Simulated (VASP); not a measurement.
# V in VASP: single point with PBE

Aim: the single point of V with PBE.

Program: VASP 6.6.1. These are calculated values, not measurements. Logs are shortened: lines on timing, memory, paths and dates and some standing lists are left out, and cuts for length are marked.

## (1) The cell of the first run

The cell holds a slab with vacuum, 6 atoms: a = 3.097 Å, b = 4.380 Å, c = 23.016 Å, α = 90.00°, β = 90.00°, γ = 90.00°.

## (2) Single point, PBE

INCAR reads:

```
PREC = Accurate ; ENCUT = 400
EDIFF = 1E-6 ; ISMEAR = 1
SIGMA = 0.1 ; LREAL = False
LASPH = True ; NELM = 120
ALGO = Normal ; ISIF = 2
LWAVE = False ; LCHARG = True
LDIPOL = True ; IDIPOL = 3
DIPOL = 0.5 0.5 0.636 ; GGA = PE
LELF = True ; LVHAR = True
LVACPOTAV = True ; NBANDS = 48
GGA_COMPAT = False ; NELMDL = -8
```

KPOINTS reads:

```
regular mesh
0
Gamma
  12 8 1
```

POSCAR reads:

```
V
1.0
    3.0969278793      0.0000000000      0.0000000000
    0.0000000000      4.3797173603      0.0000000000
    0.0000000000      0.0000000000     23.0156817551
V
6
Direct
    0.0000000000      0.5967581056      0.5547933559
    0.5000000000      0.0967246616      0.5429536674
    0.5000000000      0.6037898158      0.6394854085
    0.0000000000      0.1027895492      0.6366149669
    0.0000000000      0.6086053710      0.7212637869
    0.5000000000      0.1035415409      0.7204325792
```

Potentials or basis: VASP PAW PBE potentials, release 64 (V_sv).

On the command line:

```
$ cat potpaw_PBE.64/V_sv/POTCAR > POTCAR
$ mpirun -np 1 vasp_std > vasp.out
```

OUTCAR:

```text
PREC = Accurate
   ENCUT = 400
   EDIFF = 1E-6
   ISMEAR = 1
   LREAL = False
   LASPH = True
   NELM = 120
   ISIF = 2
   GGA = PE
   NELMDL = -8

 ion  position               nearest neighbor table
   1  0.000  0.597  0.555-   3 2.49   3 2.49   2 2.70   2 2.70   2 2.70   2 2.70   4 2.87   4 2.91

   2  0.500  0.097  0.543-   4 2.65   4 2.65   1 2.70   1 2.70   1 2.70   1 2.70
   3  0.500  0.604  0.639-   5 2.44   5 2.44   1 2.49   1 2.49   4 2.68   4 2.68   4 2.69   4 2.69
                             6 2.87   6 2.88
   4  0.000  0.103  0.637-   6 2.47   6 2.47   2 2.65   2 2.65   3 2.68   3 2.68   3 2.69   3 2.69
                             1 2.87   1 2.91   5 2.91
   5  0.000  0.609  0.721-   3 2.44   3 2.44   6 2.66   6 2.66   6 2.70   6 2.70   4 2.91
   6  0.500  0.104  0.720-   4 2.47   4 2.47   5 2.66   5 2.66   5 2.70   5 2.70   3 2.87   3 2.88

  LATTYP: Found a simple orthorhombic cell.
 ALAT       =     3.0969278793
 B/A-ratio  =     1.4142135468
 C/A-ratio  =     7.4317784114

  Lattice vectors:

 A1 = (   3.0969278793,   0.0000000000,   0.0000000000)
 A2 = (   0.0000000000,   4.3797173603,   0.0000000000)
 A3 = (   0.0000000000,   0.0000000000,  23.0156817551)

Analysis of symmetry for initial positions (statically):
=====================================================================
 Subroutine PRICEL returns:
 Original cell was already a primitive cell.

 Routine SETGRP: Setting up the symmetry group for a
 simple orthorhombic supercell.

 Subroutine GETGRP returns: Found  2 space group operations
 (whereof  2 operations were pure point group operations)
 out of a pool of  8 trial point group operations.

The static configuration has the point symmetry C_1h.

Analysis of symmetry for dynamics (positions and initial velocities):
=====================================================================
 Subroutine PRICEL returns:
 Original cell was already a primitive cell.

 Routine SETGRP: Setting up the symmetry group for a
 simple orthorhombic supercell.

 Subroutine GETGRP returns: Found  2 space group operations
 (whereof  2 operations were pure point group operations)
 out of a pool of  8 trial point group operations.

The dynamic configuration has the point symmetry C_1h.

 Subroutine INISYM returns: Found  2 space group operations
 (whereof  2 operations are pure point group operations),
 and found     1 'primitive' translations

----------------------------------------------------------------------------------------

                                     Primitive cell

  volume of cell :     312.1771

  direct lattice vectors                    reciprocal lattice vectors
     3.096927879  0.000000000  0.000000000     0.322900642  0.000000000  0.000000000
     0.000000000  4.379717360  0.000000000     0.000000000  0.228325236  0.000000000
     0.000000000  0.000000000 23.015681755     0.000000000  0.000000000  0.043448637

  length of vectors
     3.096927879  4.379717360 23.015681755     0.322900642  0.228325236  0.043448637

  position of ions in fractional coordinates (direct lattice)
     0.000000000  0.596758106  0.554793356
     0.500000000  0.096724662  0.542953667
     0.500000000  0.603789816  0.639485409
     0.000000000  0.102789549  0.636614967
     0.000000000  0.608605371  0.721263787
     0.500000000  0.103541541  0.720432579

  ion indices of the primitive-cell ions
   primitive index   ion index
                 1           1
                 2           2
                 3           3
                 4           4
                 5           5
                 6           6

----------------------------------------------------------------------------------------

 KPOINTS: regular mesh

Automatic generation of k-mesh.
 Grid dimensions read from file:
 generate k-points for:   12    8    1

 Generating k-lattice:

  Cartesian coordinates                     Fractional coordinates (reciprocal lattice)
     0.026908387  0.000000000  0.000000000     0.083333333  0.000000000  0.000000000
     0.000000000  0.028540655  0.000000000     0.000000000  0.125000000  0.000000000
     0.000000000  0.000000000  0.043448637     0.000000000  0.000000000  1.000000000

  Length of vectors
     0.026908387  0.028540655  0.043448637

  Shift w.r.t. Gamma in fractional coordinates (k-lattice)
     0.000000000  0.000000000  0.000000000

 Subroutine IBZKPT returns following result:
 ===========================================

 Found     35 irreducible k-points:

 Following reciprocal coordinates:
            Coordinates               Weight
  0.000000  0.000000  0.000000      1.000000
  0.083333  0.000000  0.000000      2.000000
  0.166667  0.000000  0.000000      2.000000
  0.250000  0.000000  0.000000      2.000000
  0.333333  0.000000  0.000000      2.000000
  0.416667  0.000000  0.000000      2.000000
[... 16 lines left out ...]
  0.083333  0.375000  0.000000      4.000000
  0.166667  0.375000  0.000000      4.000000
 [... further k-points ...]
   k-points           NKPTS =     35   k-points in BZ     NKDIM =     35   number of bands    NBANDS=     48
   number of dos      NEDOS =    301   number of ions     NIONS =      6
   total plane-waves  NPLWV =  90000
   dimension x,y,z NGX =    20 NGY =   30 NGZ =  150
   dimension x,y,z NGXF=    40 NGYF=   60 NGZF=  300
   ions per type =               6
   NGX,Y,Z   is equivalent  to a cutoff of  10.74, 11.39, 10.83 a.u.
   NGXF,Y,Z  is equivalent  to a cutoff of  21.47, 22.77, 21.67 a.u.
 SYSTEM =  unknown system
   PREC   = accura    normal or accurate (medium, high low for compatibility)
   ISTART =      0    job   : 0-new  1-cont  2-samecut
   ICHARG =      2    charge: 1-file 2-atom 10-const
   ISPIN  =      1    spin polarized calculation?
   LNONCOLLINEAR =      F non collinear calculations
   LSORBIT =      F    spin-orbit coupling
   LASPH  =      T    aspherical Exc in radial PAW
   ENCUT  =  400.0 eV  29.40 Ry    5.42 a.u.   5.05  7.14 37.53*2*pi/ulx,y,z
   NELM   =    120;   NELMIN=  2; NELMDL= -8     # of ELM steps
   EDIFF  = 0.1E-05   stopping-criterion for ELM
   LREAL  =      F    real-space projection
   EDIFFG = 0.1E-04   stopping-criterion for IOM
   NSW    =      0    number of steps for IOM
   IBRION =     -1    ionic relax: 0-MD 1-quasi-New 2-CG
   NFREE  =      0    steps in history (QN), initial steepest desc. (CG)
   ISIF   =      2    stress and relaxation
   ISYM   =      2    0-nonsym 1-usesym 2-fastsym
   POTIM  = 0.5000    time-step for ionic-motion
   TEBEG  =    0.0;   TEEND  =   0.0 temperature during run
   PSTRESS=    0.0 pullay stress
   NELECT =      78.0000    total number of electrons
   NUPDOWN=      -1.0000    fix difference up-down
   EMIN   =  10.00;   EMAX   =-10.00  energy-range for DOS
   EFERMI =   0.00;   METHOD = LEGACY
   ISMEAR =     1;   SIGMA  =   0.10  broadening in eV -4-tet -1-fermi 0-gaus
   EFERMI_NEDOS =   21; number of points for ismear=-14 and -15
   IALGO  =     38    algorithm
   IMIX   =      4    mixing-type and parameters
     AMIX     =   0.40;   BMIX     =  1.00
     AMIX_MAG =   1.60;   BMIX_MAG =  1.00
  volume/ion in A,a.u.               =      52.03       351.11
  Fermi-wavevector in a.u.,A,eV,Ry     =   1.031112  1.948520 14.465617  1.063193
  Thomas-Fermi vector in A             =   2.165244
   LORBIT       =      0    0 simple, 1 ext, 2 COOP (PROOUT), +10 PAW based schemes
   GGA     = PE    functional components
   LHFCALC =     F    Hartree Fock is set to
   AEXX    =    0.0000 exact exchange contribution
   IVDW    =     0    specifies the selected vdW correction
   LEPSILON=     F    determine dielectric tensor
   LRPA    =     F    only Hartree local field effects (RPA)
 non-spin polarized calculation
 Methfessel and Paxton  Order N= 1 SIGMA  =   0.10
  energy-cutoff  :      400.00
  volume of cell :      312.18
 maximum number of plane-waves:      5726
   NGX = 11   NGY = 15   NGZ = 75

 dipolmoment           0.000000      0.000000      0.000880 electrons x Angstroem

 number of electron      77.9999949 magnetization

 dipolmoment           0.000000      0.000000     -0.004063 electrons x Angstroem

 Free energy of the ion-electron system (eV)
  ---------------------------------------------------
  ext. energy  EPLUGINS =         0.00000000
  ---------------------------------------------------
  free energy    TOTEN  =       -49.56848179 eV

  energy without entropy =      -49.56706192  energy(sigma->0) =      -49.56800850

 E-fermi :  -0.6371     XC(G=0):  -4.3499

 val. band max:       -0.6397771361   @ k =   0.4167   0.2500   0.0000
 cond. band min:      -0.6354791594   @ k =   0.0000   0.5000   0.0000
 fundamental gap:      0.0042979767
 Fermi energy:        -0.6371341720

 k-point     1 :       0.0000    0.0000    0.0000
  band No.  band energies     occupation
      1     -64.6640      2.00000
      2     -64.6015      2.00000
      3     -64.5228      2.00000
      4     -64.4799      2.00000
      5     -64.4077      2.00000
      6     -64.2577      2.00000
[... 40 lines left out ...]
     47       1.1394     -0.00000
     48       1.3361     -0.00000

 k-point     2 :       0.0833    0.0000    0.0000
  band No.  band energies     occupation
      1     -64.6606      2.00000
      2     -64.5980      2.00000
      3     -64.5226      2.00000
      4     -64.4795      2.00000
      5     -64.4088      2.00000
      6     -64.2605      2.00000
[... 40 lines left out ...]
     47       1.0446     -0.00000
     48       1.2892     -0.00000

 k-point     3 :       0.1667    0.0000    0.0000
  band No.  band energies     occupation
      1     -64.6510      2.00000
      2     -64.5872      2.00000
      3     -64.5221      2.00000
      4     -64.4782      2.00000
      5     -64.4121      2.00000
      6     -64.2687      2.00000
[... 1060 lines left out ...]
     47       0.4635     -0.00000
     48       0.7367     -0.00000

 k-point    24 :       0.1667    0.3750    0.0000
  band No.  band energies     occupation
      1     -64.6288      2.00000
      2     -64.5612      2.00000
      3     -64.5376      2.00000
      4     -64.5071      2.00000
      5     -64.4077      2.00000
      6     -64.2779      2.00000
[... 40 lines left out ...]
     47       0.7468     -0.00000
     48       0.9517     -0.00000

 [... further k-points ...]

------------------------ aborting loop because EDIFF is reached ----------------------------------------

  FORCE on cell =-STRESS in cart. coord.  units (eV):
  Direction    XX          YY          ZZ          XY          YZ          ZX
  --------------------------------------------------------------------------------------
  -------------------------------------------------------------------------------------
  Total       -8.6954546     -9.0475398     -1.9460871      0.0000000     -0.2733582      0.0000000
  in kB      -44.6274277    -46.4344241     -9.9878458      0.0000000     -1.4029483      0.0000000
  external PRESSURE =     -33.6832326 kB  Pullay stress =       0.0000000 kB

 VOLUME and BASIS-vectors are now :
 -----------------------------------------------------------------------------
  energy-cutoff  :      400.00
  volume of cell :      312.18
      direct lattice vectors                 reciprocal lattice vectors
     3.096927879  0.000000000  0.000000000     0.322900642  0.000000000  0.000000000
     0.000000000  4.379717360  0.000000000     0.000000000  0.228325236  0.000000000
     0.000000000  0.000000000 23.015681755     0.000000000  0.000000000  0.043448637

 POSITION                                       TOTAL-FORCE (eV/Angst)
 -----------------------------------------------------------------------------------
      0.00000      2.61363     12.76895         0.000000      0.082007     -0.321602
      1.54846      0.42363     12.49645         0.000000      0.013495      0.988492
      1.54846      2.64443     14.71819         0.000000     -0.026794     -0.375666
      0.00000      0.45019     14.65213         0.000000     -0.027967     -0.513932
      0.00000      2.66552     16.60038         0.000000     -0.033362      0.087116
      1.54846      0.45348     16.58125         0.000000     -0.007379      0.135592
 -----------------------------------------------------------------------------------
    total drift:                               -0.000000      0.003264     -0.000554

  FREE ENERGIE OF THE ION-ELECTRON SYSTEM (eV)
  ---------------------------------------------------
  free  energy   TOTEN  =       -49.5684817904 eV

  energy  without entropy=      -49.5670619169  energy(sigma->0) =      -49.56800850

 vacuum level on the upper side and lower side of the slab         3.898         3.953
```

It took 23 min on 1 thread of Intel Xeon 8259CL, shared host; peak memory 0.44 GiB.

What came out:

```
Free energy            : -49.5685 eV
Largest force          : 0.989 eV/Å
Band gap on the k mesh : zero (bands 39 and 40 overlap by 0.62 eV)
```

Forces in eV/Å, atoms in the order of the input:
```
V    0.000  0.082 -0.322
V    0.000  0.013  0.988
V    0.000 -0.027 -0.376
V    0.000 -0.028 -0.514
V    0.000 -0.033  0.087
V    0.000 -0.007  0.136
```
